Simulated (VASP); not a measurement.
**WC: single point with PBE**

Crystal: WC.

```
W C
1.0
     2.84179    0.00000    0.00000
    -1.42090    2.46107    0.00000
     0.00000    0.00000    2.77174
W C
1 1
Direct
  0.00000 0.00000 0.00000
  0.66667 0.33333 0.50000
```

```yaml
Program: VASP 6.6.1
Task: single point
Functional: PBE
Potentials_or_basis: VASP PAW PBE potentials, release 64 (W_sv, C)
Cutoff: 520 eV
k_mesh: 13 × 13 × 12
Occupations: fermi-dirac, width 0.05 eV
Spin: no spin polarisation
Dipole_correction: no
Further_INCAR_settings: ALGO = Normal; EDIFF = 1e-07; NBANDS = 16
```

```yaml
Pressure: 39.3 GPa
Band_gap_on_the_k_mesh: zero (bands 9 and 10 overlap by 1.38 eV)
```

Stress tensor (GPa, compression positive):
```
37.68  0.00  0.00
 0.00 37.68  0.00
 0.00  0.00 42.45
```

Levels at points of the mesh, in eV from the Fermi level:
| k point | band 7 | band 8 | band 9 | band 10 | band 11 | band 12 |
| --- | --- | --- | --- | --- | --- | --- |
| (0.00, 0.00, 0.00) | -3.67 | -3.67 | 0.08 | 3.54 | 3.54 | 5.99 |
| (0.00, 0.00, 0.50) | -2.24 | -2.24 | -0.70 | -0.70 | 3.94 | 4.67 |

Run time: 60 s on 1 thread of Intel Xeon 8259CL, with other jobs on the host, peak memory 0.17 GiB.

Caveat: the cell stands under pressure; spin-orbit coupling is left out, which moves the levels of the heavy elements.
